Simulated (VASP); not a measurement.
The system is AlNi.

```xyz
2
Lattice="2.8597 0.0000 0.0000 0.0000 2.8597 0.0000 0.0000 0.0000 2.8597" Properties=species:S:1:pos:R:3 pbc="T T T"
Al    1.4299    1.4299    1.4299
Ni    0.0000    0.0000    0.0000
```

* Program: VASP 6.6.1
* Task: relaxation of cell and atoms
* Functional: PBE
* Potentials or basis: VASP PAW PBE potentials, release 64 (Al, Ni)
* Cutoff: 600 eV
* k mesh: 6 × 6 × 6
* Occupations: gaussian, width 0.1 eV
* Spin: no spin polarisation

At the start: pressure 6.2 GPa; volume 11.69 Å³/atom.

How do energy, volume and symmetry change on relaxing?

Over 3 steps the energy falls by 8.1 meV/atom and the volume is 12.12 Å³/atom (+3.7 %); space group Pm-3m (No. 221, to 0.05 Å).

Step by step:
| step | energy change (eV) | largest force (eV/Å) | pressure (GPa) | volume (Å³) |
| --- | --- | --- | --- | --- |
| 1 | 0.0000 | 0.0000 | 6.20 | 23.39 |
| 2 | -0.0065 | 0.0000 | -4.26 | 24.95 |
| 3 | -0.0161 | 0.0000 | -0.01 | 24.25 |

Final structure:
```cif
data_structure
_symmetry_space_group_name_H-M 'P 1'
_symmetry_Int_Tables_number 1
_cell_length_a 2.8945
_cell_length_b 2.8945
_cell_length_c 2.8945
_cell_angle_alpha 90.000
_cell_angle_beta 90.000
_cell_angle_gamma 90.000
_cell_volume 24.25
loop_
_atom_site_label
_atom_site_type_symbol
_atom_site_fract_x
_atom_site_fract_y
_atom_site_fract_z
_atom_site_occupancy
Al1 Al 0.50000 0.50000 0.50000 1
Ni1 Ni 0.00000 0.00000 0.00000 1
```

Caveat: the k points lie up to 0.36 Å⁻¹ apart in the final cell.
